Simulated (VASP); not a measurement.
# NiO (Fm-3m) in VASP: further runs

Runs on NiO. Level: PBE. Tasks: single point.

Everything below comes from runs of VASP 6.6.1. Logs are shortened: lines on timing, memory, paths and dates and some standing lists are left out, and cuts for length are marked.

## Step 1: The cell of the first run

The structure is cubic, space group Fm-3m (No. 225). Conventional cell: a = 4.155 Å, b = 4.155 Å, c = 4.155 Å, α = 90.00°, β = 90.00°, γ = 90.00°. Within 2.8 Å of Ni (site symmetry m-3m) lie 6 O at 2.08 Å. Within 2.8 Å of O (site symmetry m-3m) lie 6 Ni at 2.08 Å.

## Step 2: Single point, PBE, collinear spin, ferromagnetic start (volume scaled by 0.98)

INCAR reads:

```
SYSTEM = NiO
PREC = Accurate
ENCUT = 520
EDIFF = 1E-7
ISMEAR = -1
SIGMA = 0.03
LREAL = .FALSE.
LASPH = .TRUE.
NELM = 150
ALGO = Normal
ISIF = 2
LWAVE = .FALSE.
LCHARG = .FALSE.
ISPIN = 2
MAGMOM = 1.5 0
LORBIT = 11
LMAXMIX = 4
GGA = PE
NBANDS = 19
```

KPOINTS reads:

```
Automatic mesh
0
G
  17 17 17
  0 0 0
```

POSCAR reads:

```
NiO
1.0
    0.0000000000      2.0772739395      2.0772739395
    2.0772739395      0.0000000000      2.0772739395
    2.0772739395      2.0772739395      0.0000000000
Ni O
1 1
Direct
    0.0000000000      0.0000000000      0.0000000000
    0.5000000000      0.5000000000      0.5000000000
```

Potentials or basis: VASP PAW PBE potentials, release 64 (Ni, O).

On the command line:

```console
> cat potpaw_PBE.64/Ni/POTCAR potpaw_PBE.64/O/POTCAR > POTCAR
> mpirun -np 1 vasp_std > vasp.out
```

OUTCAR:

```text
SYSTEM = NiO
   PREC = Accurate
   ENCUT = 520
   EDIFF = 1E-7
   ISMEAR = -1
   LREAL = .FALSE.
   LASPH = .TRUE.
   NELM = 150
   ISIF = 2
   ISPIN = 2
   LORBIT = 11
   GGA = PE

 ion  position               nearest neighbor table
   1  0.000  0.000  0.000-   2 2.08   2 2.08   2 2.08   2 2.08   2 2.08   2 2.08
   2  0.500  0.500  0.500-   1 2.08   1 2.08   1 2.08   1 2.08   1 2.08   1 2.08

  LATTYP: Found a face centered cubic cell.
 ALAT       =     4.1545478790

  Lattice vectors:

 A1 = (   0.0000000000,   2.0772739395,   2.0772739395)
 A2 = (   2.0772739395,   0.0000000000,   2.0772739395)
 A3 = (   2.0772739395,   2.0772739395,   0.0000000000)

Analysis of symmetry for initial positions (statically):
=====================================================================
 Subroutine PRICEL returns:
 Original cell was already a primitive cell.

 Routine SETGRP: Setting up the symmetry group for a
 face centered cubic supercell.

 Subroutine GETGRP returns: Found 48 space group operations
 (whereof 48 operations were pure point group operations)
 out of a pool of 48 trial point group operations.

The static configuration has the point symmetry O_h .

Analysis of symmetry for dynamics (positions and initial velocities):
=====================================================================
 Subroutine PRICEL returns:
 Original cell was already a primitive cell.

 Routine SETGRP: Setting up the symmetry group for a
 face centered cubic supercell.

 Subroutine GETGRP returns: Found 48 space group operations
 (whereof 48 operations were pure point group operations)
 out of a pool of 48 trial point group operations.

The dynamic configuration has the point symmetry O_h .

Analysis of structural, dynamic, and magnetic symmetry:
=====================================================================
 Subroutine PRICEL returns:
 Original cell was already a primitive cell.

 Routine SETGRP: Setting up the symmetry group for a
 face centered cubic supercell.

 Subroutine GETGRP returns: Found 48 space group operations
 (whereof 48 operations were pure point group operations)
 out of a pool of 48 trial point group operations.

The overall configuration has the point symmetry O_h .

 Subroutine INISYM returns: Found 48 space group operations
 (whereof 48 operations are pure point group operations),
 and found     1 'primitive' translations

----------------------------------------------------------------------------------------

                                     Primitive cell

  volume of cell :      17.9272

  direct lattice vectors                    reciprocal lattice vectors
     0.000000000  2.077273939  2.077273939    -0.240700078  0.240700078  0.240700078
     2.077273939  0.000000000  2.077273939     0.240700078 -0.240700078  0.240700078
     2.077273939  2.077273939  0.000000000     0.240700078  0.240700078 -0.240700078

  length of vectors
     2.937708978  2.937708978  2.937708978     0.416904765  0.416904765  0.416904765

  position of ions in fractional coordinates (direct lattice)
     0.000000000  0.000000000  0.000000000
     0.500000000  0.500000000  0.500000000

  ion indices of the primitive-cell ions
   primitive index   ion index
                 1           1
                 2           2

----------------------------------------------------------------------------------------

 KPOINTS: Automatic mesh

Automatic generation of k-mesh.
 Grid dimensions read from file:
 generate k-points for:   17   17   17

 Generating k-lattice:

  Cartesian coordinates                     Fractional coordinates (reciprocal lattice)
    -0.014158828  0.014158828  0.014158828     0.058823529  0.000000000  0.000000000
     0.014158828 -0.014158828  0.014158828     0.000000000  0.058823529  0.000000000
     0.014158828  0.014158828 -0.014158828     0.000000000  0.000000000  0.058823529

  Length of vectors
     0.024523810  0.024523810  0.024523810

  Shift w.r.t. Gamma in fractional coordinates (k-lattice)
     0.000000000  0.000000000  0.000000000

 Subroutine IBZKPT returns following result:
 ===========================================

 Found    165 irreducible k-points:

 Following reciprocal coordinates:
            Coordinates               Weight
  0.000000  0.000000  0.000000      1.000000
  0.058824  0.000000  0.000000      8.000000
  0.117647  0.000000  0.000000      8.000000
  0.176471  0.000000  0.000000      8.000000
  0.235294  0.000000  0.000000      8.000000
  0.294118  0.000000  0.000000      8.000000
[... 16 lines left out ...]
 -0.176471  0.058824  0.000000     24.000000
 -0.117647  0.058824  0.000000     24.000000
 [... further k-points ...]
   k-points           NKPTS =    165   k-points in BZ     NKDIM =    165   number of bands    NBANDS=     19
   number of dos      NEDOS =    301   number of ions     NIONS =      2
   total plane-waves  NPLWV =  13824
   dimension x,y,z NGX =    24 NGY =   24 NGZ =   24
[... 36 lines left out ...]
  Fermi-wavevector in a.u.,A,eV,Ry     =   1.576199  2.978584 33.802360  2.484403
  Thomas-Fermi vector in A             =   2.677068
   LORBIT       =     11    0 simple, 1 ext, 2 COOP (PROOUT), +10 PAW based schemes
   GGA     = PE    functional components
   LHFCALC =     F    Hartree Fock is set to
   AEXX    =    0.0000 exact exchange contribution
   IVDW    =     0    specifies the selected vdW correction
   LEPSILON=     F    determine dielectric tensor
   LRPA    =     F    only Hartree local field effects (RPA)
 spin polarized calculation
  energy-cutoff  :      520.00
  volume of cell :       17.93
 maximum number of plane-waves:       531
 NGX is ok and might be reduce to    24
   NGX = 11   NGY = 11   NGZ = 11

 number of electron      15.9999994 magnetization       1.6553789

 Free energy of the ion-electron system (eV)
  ---------------------------------------------------
  ext. energy  EPLUGINS =         0.00000000
  ---------------------------------------------------
  free energy    TOTEN  =       -11.46209887 eV

  energy without entropy =      -11.45843830  energy(sigma->0) =      -11.46026859

 E-fermi :   8.1669     XC(G=0): -12.7735

 val. band max:        8.1539907637   @ k =  -0.1765   0.2353   0.0588
 cond. band min:       8.1679956572   @ k =  -0.4118   0.0588   0.0000
 fundamental gap:      0.0140048935
 Fermi energy:         8.1669193756

 spin component 1

 k-point     1 :       0.0000    0.0000    0.0000
  band No.  band energies     occupation
      1     -12.3999      1.00000
      2       5.0555      1.00000
      3       5.0556      1.00000
      4       5.0570      1.00000
      5       5.0570      1.00000
      6       5.0570      1.00000
[... 11 lines left out ...]
     18      34.2697      0.00000
     19      34.2698      0.00000

 k-point     2 :       0.0588    0.0000    0.0000
  band No.  band energies     occupation
      1     -12.3590      1.00000
      2       4.5055      1.00000
      3       4.5055      1.00000
      4       4.6337      1.00000
      5       5.4280      1.00000
      6       5.4281      1.00000
[... 476 lines left out ...]
 k-point    24 :      -0.1176    0.0588    0.0000
  band No.  band energies     occupation
      1     -12.1520      1.00000
      2       3.2896      1.00000
      3       3.5810      1.00000
      4       4.1335      1.00000
      5       5.4466      1.00000
      6       5.5847      1.00000
[... 11 lines left out ...]
     18      36.2456      0.00000
     19      37.7758      0.00000

 [... further k-points ...]

 spin component 2

 k-point     1 :       0.0000    0.0000    0.0000
  band No.  band energies     occupation
      1     -11.9976      1.00000
      2       5.5241      1.00000
      3       5.5241      1.00000
      4       5.5241      1.00000
      5       6.2582      1.00000
      6       6.2584      1.00000
[... 11 lines left out ...]
     18      34.8452      0.00000
     19      34.8454      0.00000

 k-point     2 :       0.0588    0.0000    0.0000
  band No.  band energies     occupation
      1     -11.9557      1.00000
      2       5.1232      1.00000
      3       5.3307      1.00000
      4       5.3307      1.00000
      5       6.3216      1.00000
      6       6.3218      1.00000
[... 476 lines left out ...]
 k-point    24 :      -0.1176    0.0588    0.0000
  band No.  band energies     occupation
      1     -11.7432      1.00000
      2       3.8618      1.00000
      3       4.6553      1.00000
      4       4.7792      1.00000
      5       6.3831      1.00000
      6       6.6530      1.00000
[... 11 lines left out ...]
     18      36.7868      0.00000
     19      38.3482      0.00000

 [... further k-points ...]
[... 5 lines left out ...]
  --------------------------------------------------------------------------------------
  -------------------------------------------------------------------------------------
  Total        0.8525463      0.8525463      0.8525463     -0.0000000      0.0000000     -0.0000000
  in kB       76.1933824     76.1933824     76.1933824     -0.0000000      0.0000000     -0.0000000
  external PRESSURE =      76.1933824 kB  Pullay stress =       0.0000000 kB

 VOLUME and BASIS-vectors are now :
 -----------------------------------------------------------------------------
  energy-cutoff  :      520.00
  volume of cell :       17.93
      direct lattice vectors                 reciprocal lattice vectors
     0.000000000  2.077273939  2.077273939    -0.240700078  0.240700078  0.240700078
     2.077273939  0.000000000  2.077273939     0.240700078 -0.240700078  0.240700078
     2.077273939  2.077273939  0.000000000     0.240700078  0.240700078 -0.240700078

 POSITION                                       TOTAL-FORCE (eV/Angst)
 -----------------------------------------------------------------------------------
      0.00000      0.00000      0.00000        -0.000000     -0.000000     -0.000000
      2.07727      2.07727      2.07727         0.000000      0.000000      0.000000
 -----------------------------------------------------------------------------------
    total drift:                                0.000000     -0.000000     -0.000000

  FREE ENERGIE OF THE ION-ELECTRON SYSTEM (eV)
  ---------------------------------------------------
  free  energy   TOTEN  =       -11.4620988731 eV

  energy  without entropy=      -11.4584382978  energy(sigma->0) =      -11.46026859

 total charge

# of ion       s       p       d       tot
------------------------------------------
    1        0.337   0.416   8.267   9.020
    2        1.557   3.427   0.000   4.985
--------------------------------------------------
tot          1.894   3.844   8.267  14.005

 magnetization (x)

# of ion       s       p       d       tot
------------------------------------------
    1        0.012   0.015   1.343   1.370
    2        0.028   0.217   0.000   0.245
--------------------------------------------------
tot          0.040   0.232   1.343   1.615
```

It took 39 s on 1 thread of Intel Xeon 6975P-C (Granite Rapids), shared host; peak memory 0.22 GiB.

Results:

```
Free energy                                           : -11.4621 eV
Pressure                                              : 7.6 GPa
Net moment                                            : 1.66 μB per cell
Site moments                                          : Ni +1.37; O +0.24 μB
Valence electrons inside the program's atomic spheres : Ni 9.02; O 4.99
```

Caveat: the cell differs from its parent crystal (volume scaled by 0.98); a cell with one magnetic atom can't hold antiferromagnetic order, which such compounds often take; semilocal functionals often make such compounds metallic where correlation or magnetic order opens a gap, which also shifts bond lengths.

## Step 3: Single point, PBE, collinear spin, ferromagnetic start (volume scaled by 0.99)

INCAR reads:

```
SYSTEM = NiO
ALGO = Normal
EDIFF = 1E-6
ENCUT = 520
GGA = PE
ISIF = 2
ISMEAR = -1
ISPIN = 2
LASPH = .True.
LCHARG = .True.
LELF = .True.
LMAXMIX = 4
LORBIT = 11
LREAL = .False.
LVHAR = .True.
LWAVE = .False.
MAGMOM = 1.5 0
NBANDS = 19
NELM = 150
PREC = Accurate
SIGMA = 0.03
```

KPOINTS reads:

```
k-points
0
Gamma
  17 17 17
  0 0 0
```

POSCAR reads:

```
NiO
1.0
    0.0000000000      2.0843155999      2.0843155999
    2.0843155999      0.0000000000      2.0843155999
    2.0843155999      2.0843155999      0.0000000000
Ni O
1 1
Direct
    0.0000000000      0.0000000000      0.0000000000
    0.5000000000      0.5000000000      0.5000000000
```

Potentials or basis: VASP PAW PBE potentials, release 64 (Ni, O).

On the command line:

```console
> cat potpaw_PBE.64/Ni/POTCAR potpaw_PBE.64/O/POTCAR > POTCAR
> mpirun -np 1 vasp_std > vasp.out
```

It took 38 s on 1 thread of Intel Xeon 6975P-C (Granite Rapids), shared host; peak memory 0.21 GiB.

Results (log left out):

```yaml
Free_energy: -11.4699 eV
Pressure: 5.5 GPa
Net_moment: 1.68 μB per cell
Site_moments: Ni +1.39; O +0.25 μB
Valence_electrons_inside_the_program's_atomic_spheres: Ni 9.00; O 4.98
```

Levels at points of the mesh, in eV from the Fermi level:
Spin up:
```csv
k point,band 5,band 6,band 7,band 8,band 9,band 10,band 11,band 12,band 13,band 14
"(0.00, 0.00, 0.00)",-3.06,-3.06,-2.66,-2.66,-2.66,1.54,17.84,18.94,18.94,18.94
```
Spin down:
```csv
k point,band 4,band 5,band 6,band 7,band 8,band 9,band 10,band 11
"(0.00, 0.00, 0.00)",-2.58,-1.88,-1.88,-1.88,-0.67,-0.67,1.87,17.78
```

Caveat: the cell differs from its parent crystal (volume scaled by 0.99); a cell with one magnetic atom can't hold antiferromagnetic order, which such compounds often take; semilocal functionals often make such compounds metallic where correlation or magnetic order opens a gap, which also shifts bond lengths.

## Step 4: Single point, PBE, collinear spin, ferromagnetic start

This run uses another cell than the first one, of 9.15 Å³/atom, 1.020 times its volume.

INCAR reads:

```
SYSTEM = NiO
ALGO     = Normal         ! electronic algorithm
EDIFF    = 1E-7           ! SCF threshold, eV
ENCUT    = 520            ! plane-wave cutoff, eV
GGA      = PE             ! functional
ISIF     = 2              ! what is computed and relaxed
ISMEAR   = -1             ! smearing method
ISPIN    = 2              ! spin polarisation
LASPH    = .True.         ! aspherical terms in the spheres
LCHARG   = .True.         ! write CHGCAR
LELF     = .True.         ! ELF
LMAXMIX  = 4              ! l up to which the mixer works
LORBIT   = 11             ! projections on sites
LREAL    = .False.        ! projectors in reciprocal space
LVHAR    = .True.       
LWAVE    = .False.        ! write WAVECAR
MAGMOM   = 1.5 0          ! initial moments
NBANDS   = 19             ! bands
NELM     = 150            ! most SCF steps
PREC     = Accurate       ! precision mode
SIGMA    = 0.03           ! smearing width, eV
```

KPOINTS is that of step 3.

POSCAR reads:

```
NiO
1.0
    0.0000000000      2.0913100000      2.0913100000
    2.0913100000      0.0000000000      2.0913100000
    2.0913100000      2.0913100000      0.0000000000
Ni O
1 1
Direct
    0.0000000000      0.0000000000      0.0000000000
    0.5000000000      0.5000000000      0.5000000000
```

On the command line:

```console
> cat potpaw_PBE.64/Ni/POTCAR potpaw_PBE.64/O/POTCAR > POTCAR
> mpirun -np 1 vasp_std > vasp.out
```

Wall time 45 s (1 thread of Intel Xeon 6975P-C (Granite Rapids), shared host); peak memory 0.22 GiB.

It converged, with:

```yaml
Free_energy: -11.4756 eV
Pressure: 3.8 GPa
Net_moment: 1.71 μB per cell
Site_moments: Ni +1.41; O +0.26 μB
Valence_electrons_inside_the_program's_atomic_spheres: Ni 8.98; O 4.98
```

Levels at points of the mesh, in eV from the Fermi level:
Spin up:
```csv
k point,band 6,band 7,band 8,band 9,band 10,band 11,band 12,band 13
"(0.00, 0.00, 0.00)",-3.00,-2.65,-2.64,-2.64,1.49,17.82,18.87,18.87
```
Spin down:
```
           k point  band 4  band 5  band 6  band 7  band 8  band 9  band 10  band 11
(0.00, 0.00, 0.00)   -2.51   -1.85   -1.85   -1.85   -0.63   -0.63     1.83    17.76
```

Caveat: a cell with one magnetic atom can't hold antiferromagnetic order, which such compounds often take; semilocal functionals often make such compounds metallic where correlation or magnetic order opens a gap, which also shifts bond lengths.

## Step 5: Single point, PBE, collinear spin, ferromagnetic start (volume scaled by 1.01)

INCAR reads:

```
SYSTEM = NiO
  PREC = Accurate
  ENCUT = 520
  EDIFF = 1E-7
  ISMEAR = -1
  SIGMA = 0.03
  LREAL = .False.
  LASPH = .True.
  NELM = 150
  ALGO = Normal
  ISIF = 2
  LWAVE = .False.
  LCHARG = .True.
  ISPIN = 2
  MAGMOM = 1.5 0
  LORBIT = 11
  LMAXMIX = 4
  GGA = PE
  LELF = .True.
  LVHAR = .True.
  NBANDS = 19
```

KPOINTS reads:

```
regular mesh
0
Gamma
  17 17 17
  0 0 0
```

POSCAR reads:

```
NiO
1.0
    0.0000000000      2.0982579248      2.0982579248
    2.0982579248      0.0000000000      2.0982579248
    2.0982579248      2.0982579248      0.0000000000
Ni O
1 1
Direct
    0.0000000000      0.0000000000      0.0000000000
    0.5000000000      0.5000000000      0.5000000000
```

On the command line:

```console
> cat potpaw_PBE.64/Ni/POTCAR potpaw_PBE.64/O/POTCAR > POTCAR
> mpirun -np 1 vasp_std > vasp.out
```

Run time: 44 s. Hardware: 1 thread of Intel Xeon 6975P-C (Granite Rapids), shared host; peak memory 0.22 GiB.

Results (log left out):

| Item | Value |
| --- | --- |
| Free energy | -11.4791 eV |
| Pressure | 2.0 GPa |
| Net moment | 1.74 μB per cell |
| Site moments | Ni +1.43; O +0.26 μB |
| Valence electrons inside the program's atomic spheres | Ni 8.96; O 4.97 |

Levels at points of the mesh, in eV from the Fermi level:
Spin up:
| k point | band 5 | band 6 | band 7 | band 8 | band 9 | band 10 | band 11 | band 12 | band 13 | band 14 |
| --- | --- | --- | --- | --- | --- | --- | --- | --- | --- | --- |
| (0.00, 0.00, 0.00) | -2.95 | -2.95 | -2.63 | -2.63 | -2.63 | 1.44 | 17.80 | 18.80 | 18.80 | 18.80 |
Spin down:
```
           k point  band 5  band 6  band 7  band 8  band 9  band 10
(0.00, 0.00, 0.00)   -1.82   -1.82   -1.82   -0.59   -0.59     1.79
```

Caveat: the cell differs from its parent crystal (volume scaled by 1.01); a cell with one magnetic atom can't hold antiferromagnetic order, which such compounds often take; semilocal functionals often make such compounds metallic where correlation or magnetic order opens a gap, which also shifts bond lengths.

## Step 6: The runs side by side

| cell | gap on the mesh (eV) | pressure (GPa) | moment (μB) |
| --- | --- | --- | --- |
| a = 2.938 Å, angles 60.0°, 2 atoms | none | 7.6 | 1.66 |
| a = 2.948 Å, angles 60.0°, 2 atoms | none | 5.5 | 1.68 |
| a = 2.958 Å, angles 60.0°, 2 atoms | none | 3.8 | 1.71 |
| a = 2.967 Å, angles 60.0°, 2 atoms | none | 2.0 | 1.74 |

Alike in all rows: task single point; level PBE; potentials or basis VASP PAW PBE potentials, release 64 (Ni, O); spin collinear, ferromagnetic start; k mesh 17 × 17 × 17; cutoff (eV) 520; smearing fermi-dirac 0.03 eV.

Caveats: a cell with one magnetic atom can't hold antiferromagnetic order, which such compounds often take; semilocal functionals often make such compounds metallic where correlation or magnetic order opens a gap, which also shifts bond lengths.

Absolute energies hang on the potentials; compare differences alone.
